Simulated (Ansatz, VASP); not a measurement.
## Ni in VASP and in Ansatz

```
Ni
1.0
     0.00000    1.76900    1.76900
     1.76900    0.00000    1.76900
     1.76900    1.76900    0.00000
Ni
1
Direct
  0.00000 0.00000 0.00000
```

Alike in both runs: task single point; functional PBE; k mesh 14 × 14 × 14; occupations methfessel-paxton of order 1, width 0.05 eV; collinear spin.

|  | VASP | Ansatz |
| --- | --- | --- |
| version | VASP 6.6.1 | Ansatz 0.2.0 |
| potentials or method | VASP PAW PBE potentials, release 64 (Ni_sv_GW), cutoff 590 eV | PAW, plane waves, scalar-relativistic |
| valence electrons in the cell | 18 | 18 |

|  | VASP | Ansatz | Ansatz less VASP |
| --- | --- | --- | --- |
| pressure (GPa) | -7.0 | -2.9 | +4.12 |
| net moment per atom (μB) | 0.67 | 0.67 | +0.003 |
| size of the moment on the site where the two differ most (μB) | 0.72 | 0.72 | 0.000 |

Site moments also hang on the region over which each program counts them. One of these differences is far larger than is usual between the two programs; its cause wasn't traced. Ansatz's warnings: stability check not made.
